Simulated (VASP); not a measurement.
# MgS (P6_3/mmc) in VASP: notebook

The runs below take MgS through single point, with PBE, r2SCAN.

Program: VASP 6.6.1. These are calculated values, not measurements. Logs are shortened: lines on timing, memory, paths and dates and some standing lists are left out, and cuts for length are marked.

## Step 1: The cell of the first run

It takes space group P6_3/mmc (No. 194, hexagonal). The conventional cell has a = 3.645 Å, b = 3.645 Å, c = 6.147 Å, α = 90.00°, β = 90.00°, γ = 120.00°. Mg (site symmetry -3m) has 6 S at 2.61 Å and 2 Mg at 3.07 Å within 3.4 Å. S (site symmetry -6m2) has 6 Mg at 2.61 Å within 3.4 Å.

## Step 2: Single point, PBE

The input, INCAR:

```
SYSTEM = MgS
PREC = Accurate ; ENCUT = 520
EDIFF = 1E-7 ; ISMEAR = 0
SIGMA = 0.01 ; LREAL = .FALSE.
LASPH = .TRUE. ; NELM = 60
ALGO = Normal ; ISIF = 2
LWAVE = .FALSE. ; LCHARG = .FALSE.
GGA = PE ; NBANDS = 16
```

The input, KPOINTS:

```
regular mesh
0
G
  6 6 4
  0 0 0
```

The input, POSCAR:

```
MgS
1.0
    3.6454348056      0.0000000000      0.0000000000
   -1.8227174028      3.1570391495      0.0000000000
    0.0000000000      0.0000000000      6.1473560907
Mg S
2 2
Direct
    0.0000000000      0.0000000000      0.0000000000
    0.0000000000      0.0000000000      0.5000000000
    0.3333333333      0.6666666667      0.2500000000
    0.6666666667      0.3333333333      0.7500000000
```

Potentials or basis: VASP PAW PBE potentials, release 64 (Mg, S).

The run is started by

```console
$ cat potpaw_PBE.64/Mg/POTCAR potpaw_PBE.64/S/POTCAR > POTCAR
$ mpirun -np 1 vasp_std > vasp.out
```

OUTCAR:

```text
SYSTEM = MgS
   PREC = Accurate
   ENCUT = 520
   EDIFF = 1E-7
   ISMEAR = 0
   LREAL = .FALSE.
   LASPH = .TRUE.
   NELM = 60
   ISIF = 2
   GGA = PE

 ion  position               nearest neighbor table
   1  0.000  0.000  0.000-   3 2.61   4 2.61   4 2.61   3 2.61   4 2.61   3 2.61   2 3.07   2 3.07

   2  0.000  0.000  0.500-   3 2.61   4 2.61   4 2.61   3 2.61   4 2.61   3 2.61   1 3.07   1 3.07

   3  0.333  0.667  0.250-   1 2.61   2 2.61   1 2.61   2 2.61   1 2.61   2 2.61
   4  0.667  0.333  0.750-   1 2.61   2 2.61   1 2.61   2 2.61   1 2.61   2 2.61

  LATTYP: Found a hexagonal cell.
 ALAT       =     3.6454348056
 C/A-ratio  =     1.6863162883

  Lattice vectors:

 A1 = (   3.6454348056,   0.0000000000,   0.0000000000)
 A2 = (  -1.8227174028,   3.1570391495,   0.0000000000)
 A3 = (   0.0000000000,   0.0000000000,   6.1473560907)

Analysis of symmetry for initial positions (statically):
=====================================================================
 Subroutine PRICEL returns:
 Original cell was already a primitive cell.

 Routine SETGRP: Setting up the symmetry group for a
 hexagonal supercell.

 Subroutine GETGRP returns: Found 24 space group operations
 (whereof 12 operations were pure point group operations)
 out of a pool of 24 trial point group operations.

The static configuration has the point symmetry D_3d.
 The point group associated with its full space group is D_6h.

Analysis of symmetry for dynamics (positions and initial velocities):
=====================================================================
 Subroutine PRICEL returns:
 Original cell was already a primitive cell.

 Routine SETGRP: Setting up the symmetry group for a
 hexagonal supercell.

 Subroutine GETGRP returns: Found 24 space group operations
 (whereof 12 operations were pure point group operations)
 out of a pool of 24 trial point group operations.

The dynamic configuration has the point symmetry D_3d.
 The point group associated with its full space group is D_6h.

 Subroutine INISYM returns: Found 24 space group operations
 (whereof 12 operations are pure point group operations),
 and found     1 'primitive' translations

----------------------------------------------------------------------------------------

                                     Primitive cell

  volume of cell :      70.7486

  direct lattice vectors                    reciprocal lattice vectors
     3.645434806  0.000000000  0.000000000     0.274315700  0.158376243  0.000000000
    -1.822717403  3.157039150  0.000000000     0.000000000  0.316752486  0.000000000
[... 91 lines left out ...]
   ISIF   =      2    stress and relaxation
   ISYM   =      2    0-nonsym 1-usesym 2-fastsym
   POTIM  = 0.5000    time-step for ionic-motion
   TEBEG  =    0.0;   TEEND  =   0.0 temperature during run
   PSTRESS=    0.0 pullay stress
   NELECT =      16.0000    total number of electrons
   NUPDOWN=      -1.0000    fix difference up-down
   EMIN   =  10.00;   EMAX   =-10.00  energy-range for DOS
   EFERMI =   0.00;   METHOD = LEGACY
   ISMEAR =     0;   SIGMA  =   0.01  broadening in eV -4-tet -1-fermi 0-gaus
   EFERMI_NEDOS =   21; number of points for ismear=-14 and -15
   IALGO  =     38    algorithm
   IMIX   =      4    mixing-type and parameters
     AMIX     =   0.40;   BMIX     =  1.00
     AMIX_MAG =   1.60;   BMIX_MAG =  1.00
  volume/ion in A,a.u.               =      17.69       119.36
  Fermi-wavevector in a.u.,A,eV,Ry     =   0.997414  1.884840 13.535556  0.994835
  Thomas-Fermi vector in A             =   2.129569
   LORBIT       =      0    0 simple, 1 ext, 2 COOP (PROOUT), +10 PAW based schemes
   GGA     = PE    functional components
   LHFCALC =     F    Hartree Fock is set to
   AEXX    =    0.0000 exact exchange contribution
   IVDW    =     0    specifies the selected vdW correction
   LEPSILON=     F    determine dielectric tensor
   LRPA    =     F    only Hartree local field effects (RPA)
 non-spin polarized calculation
 Gauss-broadening in eV      SIGMA  =   0.01
  energy-cutoff  :      520.00
  volume of cell :       70.75
 maximum number of plane-waves:      1922
 NGX is ok and might be reduce to    28
   NGX = 13   NGY = 13   NGZ = 23

 number of electron      15.9999999 magnetization

 Free energy of the ion-electron system (eV)
  ---------------------------------------------------
  ext. energy  EPLUGINS =         0.00000000
  ---------------------------------------------------
  free energy    TOTEN  =       -16.89635326 eV

  energy without entropy =      -16.89635326  energy(sigma->0) =      -16.89635326

 E-fermi :   3.8015     XC(G=0):  -9.6534

 val. band max:        3.7093573021   @ k =   0.0000   0.0000   0.0000
 cond. band min:       7.1135590773   @ k =   0.3333   0.3333   0.0000
 fundamental gap:      3.4042017752
 Fermi energy:         3.8014763740

 k-point     1 :       0.0000    0.0000    0.0000
  band No.  band energies     occupation
      1      -8.9846      2.00000
      2      -7.7823      2.00000
      3      -1.2328      2.00000
      4       3.2270      2.00000
      5       3.2270      2.00000
      6       3.4705      2.00000
[... 376 lines left out ...]
      3       0.0739      2.00000
      4       0.0739      2.00000
      5       0.1081      2.00000
      6       0.1081      2.00000
[... 8 lines left out ...]
     15      13.1644      0.00000
     16      13.1644      0.00000

------------------------ aborting loop because EDIFF is reached ----------------------------------------

  FORCE on cell =-STRESS in cart. coord.  units (eV):
  Direction    XX          YY          ZZ          XY          YZ          ZX
  --------------------------------------------------------------------------------------
  -------------------------------------------------------------------------------------
  Total        0.4326142      0.4326142      0.4001165      0.0000000      0.0000000      0.0000000
  in kB        9.7970131      9.7970131      9.0610681      0.0000000      0.0000000      0.0000000
  external PRESSURE =       9.5516981 kB  Pullay stress =       0.0000000 kB

 VOLUME and BASIS-vectors are now :
 -----------------------------------------------------------------------------
  energy-cutoff  :      520.00
  volume of cell :       70.75
      direct lattice vectors                 reciprocal lattice vectors
     3.645434806  0.000000000  0.000000000     0.274315700  0.158376243  0.000000000
    -1.822717403  3.157039150  0.000000000     0.000000000  0.316752486  0.000000000
     0.000000000  0.000000000  6.147356091     0.000000000  0.000000000  0.162671559

 POSITION                                       TOTAL-FORCE (eV/Angst)
 -----------------------------------------------------------------------------------
      0.00000      0.00000      0.00000         0.000000      0.000000     -0.000000
      0.00000      0.00000      3.07368         0.000000      0.000000     -0.000000
     -0.00000      2.10469      1.53684        -0.000000      0.000000     -0.000000
      1.82272      1.05235      4.61052        -0.000000     -0.000000      0.000000
 -----------------------------------------------------------------------------------
    total drift:                                0.000000     -0.000000     -0.000000

  FREE ENERGIE OF THE ION-ELECTRON SYSTEM (eV)
  ---------------------------------------------------
  free  energy   TOTEN  =       -16.8963532646 eV

  energy  without entropy=      -16.8963532646  energy(sigma->0) =      -16.89635326
```

It took 13 s on 1 thread of Intel Xeon 6975P-C (Granite Rapids), shared host; peak memory 0.18 GiB.

Results:

- Free energy: -16.8964 eV
- Pressure: 1.0 GPa
- Band gap on the k mesh: 3.40 eV, indirect (least direct gap 3.53 eV)

## Step 3: Single point, r2SCAN

POSCAR is that of step 2.

The input, INCAR.step1:

```
SYSTEM = MgS
ALGO = Normal
EDIFF = 1E-4
ENCUT = 520
GGA = PE
ISMEAR = 0
LASPH = .TRUE.
LCHARG = .FALSE.
LREAL = .FALSE.
LWAVE = .TRUE.
NBANDS = 16
NELM = 100
PREC = Accurate
SIGMA = 0.01
```

The input, INCAR.step2:

```
SYSTEM = MgS
ALGO = Normal
EDIFF = 1E-7
ENCUT = 520
ISIF = 2
ISMEAR = 0
ISTART = 1
LASPH = .TRUE.
LCHARG = .FALSE.
LMIXTAU = .TRUE.
LREAL = .FALSE.
LWAVE = .FALSE.
METAGGA = R2SCAN
NBANDS = 16
NELM = 100
PREC = Accurate
SIGMA = 0.01
```

The input, KPOINTS:

```
k-points
0
G
  6 6 4
  0 0 0
```

Potentials or basis: VASP PAW PBE potentials, release 64 (Mg, S).

The run is started by

```console
$ cat potpaw_PBE.64/Mg/POTCAR potpaw_PBE.64/S/POTCAR > POTCAR
$ cp INCAR.step1 INCAR
$ mpirun -np 1 vasp_std > vasp.out
$ cp INCAR.step2 INCAR
$ mpirun -np 1 vasp_std > vasp.out
```

Run time: 62 s. Hardware: 1 thread of Intel Xeon 6975P-C (Granite Rapids), shared host; peak memory 0.19 GiB.

It converged, with:

```yaml
Free_energy: -30.8960 eV
Pressure: -0.5 GPa
Band_gap_on_the_k_mesh: 4.05 eV, indirect (least direct gap 4.41 eV)
```

Stress tensor (GPa, compression positive):
```
-0.41  0.00  0.00
 0.00 -0.41  0.00
 0.00  0.00 -0.53
```

Levels at points of the mesh, in eV from the valence-band top:
```
           k point  band 4  band 5  band 6  band 7  band 8  band 9  band 10  band 11  band 12  band 13
(0.00, 0.00, 0.00)   -0.51   -0.51   -0.25    0.00    0.00    4.41     5.30     7.38     8.45     8.45
(0.50, 0.00, 0.00)   -3.68   -2.91   -1.71   -1.63   -0.64    4.61     5.02     5.58     7.53     8.82
(0.00, 0.00, 0.50)   -3.01   -0.26   -0.26   -0.26   -0.26    5.55     5.55     8.16     8.16     8.16
(0.50, 0.00, 0.50)   -4.59   -1.56   -1.56   -1.19   -1.19    4.64     4.64     5.85     5.85     9.61
```

Caveat: the PAW data sets were made with another functional, which shifts forces and pressure a little. A k mesh can miss the band edges.
